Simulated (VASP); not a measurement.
# SiC (P6_3mc) in VASP: notebook, part 2 of 2

VASP 6.6.1. Earlier steps stand in the parts before.

## (3) Single point, PBE (strain +0.000 along x and y, -0.080 along z)

The input, INCAR:

```
SYSTEM = SiC
ALGO = Normal ; EDIFF = 1E-6
ENCUT = 520 ; GGA = PE
ISIF = 2 ; ISMEAR = 0
LASPH = .TRUE. ; LCHARG = .FALSE.
LREAL = .FALSE. ; LWAVE = .FALSE.
NBANDS = 26 ; NELM = 100
PREC = Accurate ; SIGMA = 0.05
```

The input, KPOINTS:

```
k-points
0
G
  12 12 4
  0 0 0
```

The input, POSCAR:

```
SiC
1.0
    3.0941201807      0.0000000000      0.0000000000
   -1.5470600903      2.6795866789      0.0000000000
    0.0000000000      0.0000000000      9.3189920626
Si C
4 4
Direct
    0.6666666667      0.3333333333      0.9378441878
    0.3333333333      0.6666666667      0.4378441878
    0.0000000000      0.0000000000      0.6878995565
    0.0000000000      0.0000000000      0.1878995565
    0.6666666667      0.3333333333      0.7498074459
    0.3333333333      0.6666666667      0.2498074459
    0.0000000000      0.0000000000      0.5004478098
    0.0000000000      0.0000000000      0.0004478098
```

Potentials or basis: VASP PAW PBE potentials, release 64 (Si, C).

Run with:

```
cat potpaw_PBE.64/Si/POTCAR potpaw_PBE.64/C/POTCAR > POTCAR
mpirun -np 1 vasp_std > vasp.out
```

OUTCAR:

```text
SYSTEM = SiC
   EDIFF = 1E-6
   ENCUT = 520
   GGA = PE
   ISIF = 2
   ISMEAR = 0
   LASPH = .TRUE.
   LREAL = .FALSE.
   NELM = 100
   PREC = Accurate

 ion  position               nearest neighbor table
   1  0.667  0.333  0.938-   5 1.75   8 1.88   8 1.88   8 1.88   3 2.94   3 2.94   3 2.94   4 2.94
                             4 2.94   4 2.94
   2  0.333  0.667  0.438-   6 1.75   7 1.88   7 1.88   7 1.88   4 2.94   4 2.94   4 2.94   3 2.94
                             3 2.94   3 2.94
   3  0.000  0.000  0.688-   7 1.75   5 1.88   5 1.88   5 1.88   1 2.94   1 2.94   1 2.94   2 2.94
                             2 2.94   2 2.94
   4  0.000  0.000  0.188-   8 1.75   6 1.88   6 1.88   6 1.88   2 2.94   2 2.94   2 2.94   1 2.94
                             1 2.94   1 2.94
   5  0.667  0.333  0.750-   1 1.75   3 1.88   3 1.88   3 1.88
   6  0.333  0.667  0.250-   2 1.75   4 1.88   4 1.88   4 1.88
   7  0.000  0.000  0.500-   3 1.75   2 1.88   2 1.88   2 1.88
   8  0.000  0.000  0.000-   4 1.75   1 1.88   1 1.88   1 1.88

  LATTYP: Found a hexagonal cell.
 ALAT       =     3.0941201807
 C/A-ratio  =     3.0118390749

  Lattice vectors:

 A1 = (   3.0941201807,   0.0000000000,   0.0000000000)
 A2 = (  -1.5470600903,   2.6795866789,   0.0000000000)
 A3 = (   0.0000000000,   0.0000000000,   9.3189920626)

Analysis of symmetry for initial positions (statically):
=====================================================================
 Subroutine PRICEL returns:
 Original cell was already a primitive cell.

 Routine SETGRP: Setting up the symmetry group for a
 hexagonal supercell.

 Subroutine GETGRP returns: Found 12 space group operations
 (whereof  6 operations were pure point group operations)
 out of a pool of 24 trial point group operations.

The static configuration has the point symmetry C_3v.
 The point group associated with its full space group is C_6v.

Analysis of symmetry for dynamics (positions and initial velocities):
=====================================================================
 Subroutine PRICEL returns:
 Original cell was already a primitive cell.

 Routine SETGRP: Setting up the symmetry group for a
 hexagonal supercell.

 Subroutine GETGRP returns: Found 12 space group operations
 (whereof  6 operations were pure point group operations)
 out of a pool of 24 trial point group operations.

The dynamic configuration has the point symmetry C_3v.
 The point group associated with its full space group is C_6v.

 Subroutine INISYM returns: Found 12 space group operations
 (whereof  6 operations are pure point group operations),
 and found     1 'primitive' translations

----------------------------------------------------------------------------------------

                                     Primitive cell

  volume of cell :      77.2634

  direct lattice vectors                    reciprocal lattice vectors
     3.094120181  0.000000000  0.000000000     0.323193652  0.186595942  0.000000000
    -1.547060090  2.679586679  0.000000000     0.000000000  0.373191884  0.000000000
     0.000000000  0.000000000  9.318992063     0.000000000  0.000000000  0.107307742

  length of vectors
     3.094120181  3.094120181  9.318992063     0.373191884  0.373191884  0.107307742

  position of ions in fractional coordinates (direct lattice)
     0.666666667  0.333333333  0.937844188
[... 47 lines left out ...]
  0.000000  0.000000  0.000000      1.000000
  0.083333  0.000000  0.000000      6.000000
  0.166667  0.000000  0.000000      6.000000
  0.250000  0.000000  0.000000      6.000000
  0.333333  0.000000  0.000000      6.000000
  0.416667  0.000000  0.000000      6.000000
[... 16 lines left out ...]
  0.250000  0.000000  0.250000     12.000000
  0.333333  0.000000  0.250000     12.000000
 [... further k-points ...]
   k-points           NKPTS =     57   k-points in BZ     NKDIM =     57   number of bands    NBANDS=     26
   number of dos      NEDOS =    301   number of ions     NIONS =      8
   total plane-waves  NPLWV =  40320
   dimension x,y,z NGX =    24 NGY =   24 NGZ =   70
   dimension x,y,z NGXF=    48 NGYF=   48 NGZF=  140
   ions per type =               4   4
   NGX,Y,Z   is equivalent  to a cutoff of  12.90, 12.90, 12.49 a.u.
   NGXF,Y,Z  is equivalent  to a cutoff of  25.79, 25.79, 24.98 a.u.
 SYSTEM =  SiC
   PREC   = accura    normal or accurate (medium, high low for compatibility)
   ISTART =      0    job   : 0-new  1-cont  2-samecut
   ICHARG =      2    charge: 1-file 2-atom 10-const
   ISPIN  =      1    spin polarized calculation?
   LNONCOLLINEAR =      F non collinear calculations
   LSORBIT =      F    spin-orbit coupling
   LASPH  =      T    aspherical Exc in radial PAW
   ENCUT  =  520.0 eV  38.22 Ry    6.18 a.u.   5.75  5.75 17.33*2*pi/ulx,y,z
   NELM   =    100;   NELMIN=  2; NELMDL= -5     # of ELM steps
   EDIFF  = 0.1E-05   stopping-criterion for ELM
   LREAL  =      F    real-space projection
   EDIFFG = 0.1E-04   stopping-criterion for IOM
   NSW    =      0    number of steps for IOM
   IBRION =     -1    ionic relax: 0-MD 1-quasi-New 2-CG
   NFREE  =      0    steps in history (QN), initial steepest desc. (CG)
   ISIF   =      2    stress and relaxation
   ISYM   =      2    0-nonsym 1-usesym 2-fastsym
   POTIM  = 0.5000    time-step for ionic-motion
   TEBEG  =    0.0;   TEEND  =   0.0 temperature during run
   PSTRESS=    0.0 pullay stress
   NELECT =      32.0000    total number of electrons
   NUPDOWN=      -1.0000    fix difference up-down
   EMIN   =  10.00;   EMAX   =-10.00  energy-range for DOS
   EFERMI =   0.00;   METHOD = LEGACY
   ISMEAR =     0;   SIGMA  =   0.05  broadening in eV -4-tet -1-fermi 0-gaus
   EFERMI_NEDOS =   21; number of points for ismear=-14 and -15
   IALGO  =     38    algorithm
   IMIX   =      4    mixing-type and parameters
     AMIX     =   0.40;   BMIX     =  1.00
     AMIX_MAG =   1.60;   BMIX_MAG =  1.00
  volume/ion in A,a.u.               =       9.66        65.17
  Fermi-wavevector in a.u.,A,eV,Ry     =   1.220301  2.306034 20.260894  1.489134
  Thomas-Fermi vector in A             =   2.355523
   LORBIT       =      0    0 simple, 1 ext, 2 COOP (PROOUT), +10 PAW based schemes
   GGA     = PE    functional components
   LHFCALC =     F    Hartree Fock is set to
   AEXX    =    0.0000 exact exchange contribution
   IVDW    =     0    specifies the selected vdW correction
   LEPSILON=     F    determine dielectric tensor
   LRPA    =     F    only Hartree local field effects (RPA)
 non-spin polarized calculation
 Gauss-broadening in eV      SIGMA  =   0.05
  energy-cutoff  :      520.00
  volume of cell :       77.26
 maximum number of plane-waves:      2100
 NGX is ok and might be reduce to    24
   NGX = 11   NGY = 11   NGZ = 35

 number of electron      32.0000002 magnetization

 Free energy of the ion-electron system (eV)
  ---------------------------------------------------
  ext. energy  EPLUGINS =         0.00000000
  ---------------------------------------------------
  free energy    TOTEN  =       -59.07303033 eV

  energy without entropy =      -59.07303033  energy(sigma->0) =      -59.07303033

 E-fermi :   9.4151     XC(G=0): -11.6494

 val. band max:        9.1880761327   @ k =   0.0000   0.0000   0.0000
 cond. band min:      10.9311304158   @ k =   0.5000   0.0000   0.0000
 fundamental gap:      1.7430542831
 Fermi energy:         9.4151079130

 k-point     1 :       0.0000    0.0000    0.0000
  band No.  band energies     occupation
      1      -7.0859      2.00000
      2      -5.6933      2.00000
      3      -5.6076      2.00000
      4      -2.5603      2.00000
      5       0.1875      2.00000
      6       5.1123      2.00000
[... 685 lines left out ...]
     25      18.2787      0.00000
     26      18.5041      0.00000

 [... further k-points ...]
[... 5 lines left out ...]
  --------------------------------------------------------------------------------------
  -------------------------------------------------------------------------------------
  Total        1.6829344      1.6829344     30.0243178      0.0000000      0.0000000      0.0000000
  in kB       34.8982648     34.8982648    622.6009801      0.0000000      0.0000000      0.0000000
  external PRESSURE =     230.7991699 kB  Pullay stress =       0.0000000 kB

 VOLUME and BASIS-vectors are now :
 -----------------------------------------------------------------------------
  energy-cutoff  :      520.00
  volume of cell :       77.26
      direct lattice vectors                 reciprocal lattice vectors
     3.094120181  0.000000000  0.000000000     0.323193652  0.186595942  0.000000000
    -1.547060090  2.679586679  0.000000000     0.000000000  0.373191884  0.000000000
     0.000000000  0.000000000  9.318992063     0.000000000  0.000000000  0.107307742

 POSITION                                       TOTAL-FORCE (eV/Angst)
 -----------------------------------------------------------------------------------
      1.54706      0.89320      8.73976         0.000000      0.000000      1.514034
     -0.00000      1.78639      4.08027        -0.000000     -0.000000      1.514034
      0.00000      0.00000      6.41053         0.000000      0.000000      1.743565
      0.00000      0.00000      1.75103        -0.000000     -0.000000      1.743565
      1.54706      0.89320      6.98745         0.000000      0.000000     -1.668573
     -0.00000      1.78639      2.32795        -0.000000      0.000000     -1.668573
      0.00000      0.00000      4.66367         0.000000      0.000000     -1.589027
      0.00000      0.00000      0.00417        -0.000000      0.000000     -1.589027
 -----------------------------------------------------------------------------------
    total drift:                                0.000000      0.000000     -0.000663

  FREE ENERGIE OF THE ION-ELECTRON SYSTEM (eV)
  ---------------------------------------------------
  free  energy   TOTEN  =       -59.0730303292 eV

  energy  without entropy=      -59.0730303292  energy(sigma->0) =      -59.07303033
```

Wall time 68 s (1 thread of AMD EPYC 9R45 (Zen 5), shared host); peak memory 0.2 GiB.

What came out:

| Item | Value |
| --- | --- |
| Free energy | -59.0730 eV |
| Pressure | 23.1 GPa |
| Largest force | 1.744 eV/Å |
| Band gap on the k mesh | 1.74 eV, indirect (least direct gap 2.94 eV) |

Forces in eV/Å, atoms in the order of the input:
```
Si   0.000  0.000  1.514
Si   0.000  0.000  1.514
Si   0.000  0.000  1.744
Si   0.000  0.000  1.744
C    0.000  0.000 -1.669
C    0.000  0.000 -1.669
C    0.000  0.000 -1.589
C    0.000  0.000 -1.589
```

Levels at points of the mesh, in eV from the valence-band top:
| k point | band 12 | band 13 | band 14 | band 15 | band 16 | band 17 | band 18 | band 19 | band 20 | band 21 |
| --- | --- | --- | --- | --- | --- | --- | --- | --- | --- | --- |
| (0.00, 0.00, 0.00) | -1.14 | -1.14 | -0.35 | -0.35 | 0.00 | 4.18 | 4.95 | 5.86 | 6.38 | 6.38 |
| (0.50, 0.00, 0.00) | -2.98 | -2.89 | -2.09 | -1.55 | -1.20 | 1.74 | 2.16 | 3.93 | 5.44 | 5.70 |
| (0.00, 0.00, 0.50) | -1.26 | -0.64 | -0.64 | -0.64 | -0.64 | 4.46 | 4.46 | 6.34 | 6.34 | 6.58 |
| (0.50, 0.00, 0.50) | -3.78 | -2.64 | -2.64 | -1.82 | -1.82 | 2.15 | 2.15 | 4.38 | 4.38 | 6.62 |

Caveat: the cell differs from its parent crystal (strain +0.000 along x and y, -0.080 along z); forces of over 1 eV/Å act on the atoms, so gaps and moduli don't describe the material at rest.
